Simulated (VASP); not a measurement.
SiC:

```xyz
4
Lattice="3.0760 0.0000 0.0000 -1.5380 2.6639 0.0000 0.0000 0.0000 5.0480" Properties=species:S:1:pos:R:3 pbc="T T T"
Si    0.0000    1.7759    0.0000
Si    1.5380    0.8880    2.5240
C     0.0000    1.7759    1.9435
C     1.5380    0.8880    4.4675
```

* Program: VASP 6.6.1
* Task: relaxation of cell and atoms
* Functional: LDA
* Potentials or basis: VASP PAW LDA potentials, release 64 (Si, C)
* Cutoff: 600 eV
* k mesh: 14 × 14 × 8
* Occupations: fermi-dirac, width 0.05 eV
* Spin: no spin polarisation

At the start: pressure -3.7 GPa; volume 10.34 Å³/atom.

Task: Where does the relaxation end?

Result: Over 8 steps the energy falls by 11.1 meV/atom and the volume is 10.16 Å³/atom (-1.8 %); space group P6_3mc (No. 186, to 0.1 Å) before and after.

Step by step:
```csv
step,energy change (eV),largest force (eV/Å),pressure (GPa),volume (Å³)
1,0.0000,0.7346,-3.74,41.36
2,-0.0074,0.6671,4.26,39.93
3,-0.0419,0.0778,0.20,40.58
4,-0.0419,0.0626,0.29,40.57
5,-0.0445,0.0131,0.16,40.59
6,-0.0446,0.0023,0.18,40.59
7,-0.0446,0.0019,-0.15,40.65
8,-0.0446,0.0000,0.00,40.62
```

Final structure:
```
Si C
1.0
     3.05740    0.00000    0.00000
    -1.52870    2.64779    0.00000
     0.00000    0.00000    5.01788
Si C
2 2
Direct
  0.33333 0.66667 0.00460
  0.66667 0.33333 0.50460
  0.33333 0.66667 0.38040
  0.66667 0.33333 0.88040
```
